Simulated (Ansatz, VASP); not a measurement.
## One calculation of Y, two programs

```xyz
2
Lattice="0.0000 3.3189 3.3189 3.3189 0.0000 3.3189 3.3189 3.3189 0.0000" Properties=species:S:1:pos:R:3 pbc="T T T"
Y     0.8297    0.8297    0.8297
Y     5.8080    5.8080    5.8080
```

Alike in both runs: task single point; functional PBEsol; k mesh 9 × 9 × 9; occupations fermi-dirac, width 0.1 eV; no spin polarisation.

|  | VASP | Ansatz |
| --- | --- | --- |
| version | VASP 6.6.1 | Ansatz 0.2.0 |
| potentials or method | VASP PAW PBE potentials, release 64 (Y_sv), cutoff 520 eV | plane waves (420 eV) with PAW, scalar-relativistic |
| valence electrons in the cell | 22 | 22 |

|  | VASP | Ansatz | Ansatz less VASP |
| --- | --- | --- | --- |
| pressure (GPa) | 1.2 | 1.1 | -0.07 |

VASP's potentials were made for PBE, not for PBEsol, and Ansatz warns of the same on its side. The functional is the same, so the differences come from potentials, cutoffs and numerics.
